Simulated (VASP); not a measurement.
Wanted: the native input for a VASP 6.6.1 run.

| Item | Value |
| --- | --- |
| Task | single point |
| Functional | PBE |
| Potentials or basis | VASP PAW PBE potentials, release 64 (La, O) |
| Cutoff | 520 eV |
| k mesh | 6 × 6 × 4 |
| Occupations | gaussian, width 0.1 eV |
| Spin | no spin polarisation |
| Dipole correction | no |
| Further INCAR settings | ALGO = Normal; EDIFF = 1e-07; NBANDS = 28 |

The structure of La2O3 lies in POSCAR:

```
La2O3
1.0
    3.9307778600      0.0000000000      0.0000000000
   -1.9653889300      3.4041534800      0.0000000000
    0.0000000000      0.0000000000      6.1119537400
La O
2 3
Direct
    0.6666666700      0.3333333300      0.7537643300
    0.3333333300      0.6666666700      0.2462356700
    0.6666666700      0.3333333300      0.3541093500
    0.3333333300      0.6666666700      0.6458906500
    0.0000000000      0.0000000000      0.0000000000
```

The input as run:

INCAR

```
  PREC = Accurate
  ENCUT = 520
  EDIFF = 1E-7
  ISMEAR = 0
  SIGMA = 0.1
  LREAL = F
  LASPH = T
  NELM = 60
  ALGO = Normal
  ISIF = 2
  LWAVE = F
  LCHARG = F
  GGA = PE
  NBANDS = 28
```

KPOINTS

```
regular mesh
0
Gamma
  6 6 4
```

Potentials or basis: VASP PAW PBE potentials, release 64 (La, O).

Command:

```bash
$ cat potpaw_PBE.64/La/POTCAR potpaw_PBE.64/O/POTCAR > POTCAR
$ mpirun -np 1 vasp_std > vasp.out
```

Results of the run:

The pressure is 1.6 GPa. The largest force is 0.011 eV/Å and the band gap on the k mesh is 3.86 eV (least direct gap 3.98 eV).

Caveat: spin-orbit coupling is left out, which moves the levels of the heavy elements.

It took 2.1 min on 1 thread of Intel Xeon 8259CL, with other jobs on the host, peak memory 0.23 GiB.
